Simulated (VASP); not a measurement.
## InAs: single point with RPBE+D3(BJ)

Crystal: InAs.

```
CELL_PARAMETERS angstrom
0.00000 3.01800 3.01800
3.01800 0.00000 3.01800
3.01800 3.01800 0.00000
ATOMIC_POSITIONS crystal
In 0.00000 0.00000 0.00000
As 0.75000 0.75000 0.75000
```

```yaml
Program: VASP 6.6.1
Task: single point
Functional: RPBE
Dispersion: D3(BJ)
Potentials_or_basis: VASP PAW PBE potentials, release 64 (In_d, As)
Cutoff: 520 eV
k_mesh: 8 × 8 × 8
Occupations: fermi-dirac, width 0.1 eV
Spin: no spin polarisation
Dipole_correction: no
k_mesh_for_the_DOS: 12 × 12 × 12
Occupations_for_the_DOS: tetrahedron
Further_INCAR_settings: ALGO = Normal; EDIFF = 1e-06
```

The valence electrons inside the program's atomic spheres are In 11.47; As 2.82 and the dispersion energy per atom is -1.517 eV.

Levels at points of the mesh, in eV from the Fermi level:
```
           k point  band 6  band 7  band 8  band 9  band 10  band 11  band 12  band 13
(0.00, 0.00, 0.00)  -11.86   -0.04    0.00    0.00     0.00     3.95     3.95     3.95
(0.50, 0.00, 0.00)  -10.38   -5.74   -0.99   -0.99     1.06     4.72     4.72     7.02
(0.50, 0.50, 0.00)   -9.83   -5.82   -2.33   -2.33     1.65     2.14     9.36     9.37
```

Wall time 72 s on 1 thread of Intel Xeon 8259CL (shared host), peak memory 0.22 GiB.

Caveat: spin-orbit coupling is left out, which moves the levels of the heavy elements.
